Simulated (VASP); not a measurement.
Wanted: the native input for a VASP 6.6.1 run.

* Task: single point
* Functional: PBEsol
* Potentials or basis: VASP PAW PBE potentials, release 64 (Co)
* Cutoff: 520 eV
* k mesh: 21 × 21 × 10
* Occupations: gaussian, width 0.1 eV
* Spin: collinear spin, ferromagnetic start
* Starting moments: [1.79, 1.79] μB
* Dipole correction: no
* Further INCAR settings: ALGO = Fast; EDIFF = 1e-06; NBANDS = 20

The structure of Co lies in POSCAR:

```
Co
1.0
    2.4067952788      0.0000000000      0.0000000000
   -1.2033976394      2.0843458532      0.0000000000
    0.0000000000      0.0000000000      4.0156546058
Co
2
Direct
    0.3333333333      0.6666666667      0.2500000000
    0.6666666667      0.3333333333      0.7500000000
```

This cell differs from its parent crystal: biaxial strain in the a-b plane: -2.0 %.

One way to write it, as run:

INCAR

```
  PREC = Accurate
  ENCUT = 520
  EDIFF = 1E-6
  ISMEAR = 0
  SIGMA = 0.1
  LREAL = False
  LASPH = True
  NELM = 150
  ALGO = Fast
  ISIF = 2
  LWAVE = False
  LCHARG = True
  ISPIN = 2
  MAGMOM = 1.79 1.79
  LORBIT = 11
  LMAXMIX = 4
  GGA = PS
  LELF = True
  LVHAR = True
  NBANDS = 20
```

KPOINTS

```
Automatic mesh
0
Gamma
  21 21 10
```

Potentials or basis: VASP PAW PBE potentials, release 64 (Co).

Command:

```console
$ cat potpaw_PBE.64/Co/POTCAR > POTCAR
$ mpirun -np 1 vasp_std > vasp.out
```

It gave:

```yaml
Pressure: 7.0 GPa
Net_moment: 3.10 μB per cell
Site_moments: Co +1.55 μB
Valence_electrons_inside_the_program's_atomic_spheres: Co 8.43
```

Caveat: the cell differs from its parent crystal (biaxial strain in the a-b plane: -2.0 %); the cell stands under pressure; the PAW data sets were made with another functional, which shifts forces and pressure a little.

Run time: 3.2 min on 1 thread of Intel(R) Xeon(R) 6975P-C (Granite Rapids) (shared host), peak memory 0.27 GiB.
